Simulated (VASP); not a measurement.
Runs of VASP 6.6.1 on BN (Qingsongite). The structure is that of space group F-43m (No. 216), or close to it. The cells are those of the table. 

| level | cell | gap on the mesh (eV) | pressure (GPa) |
| --- | --- | --- | --- |
| r2SCAN | a = 2.500 Å, angles 60.0°, 2 atoms | 5.05 | 28.5 |
| r2SCAN | a = 2.602 Å, angles 60.0°, 2 atoms | 4.91 | (b) |
| PBE | a = 2.537 Å, angles 60.0°, 2 atoms | 4.48 | 12.3 |
| PBE | a = 2.511 Å, angles 60.0°, 2 atoms | 4.51 | 26.2 |
| PBE | a = 2.588 Å, angles 60.0°, 2 atoms | 4.42 | (a) |

Alike in all rows: task single point; potentials or basis VASP PAW PBE potentials, release 64 (B, N); no spin polarisation; k mesh 10 × 10 × 10; cutoff (eV) 520; smearing gaussian 0.01 eV.

**Question.** Estimate the missing entries.

**Answer.** (a) -10.2; (b) -19.6.

Caveats: the PAW data sets were made with another functional, which shifts forces and pressure a little (some runs).

A k mesh can miss the band edges.
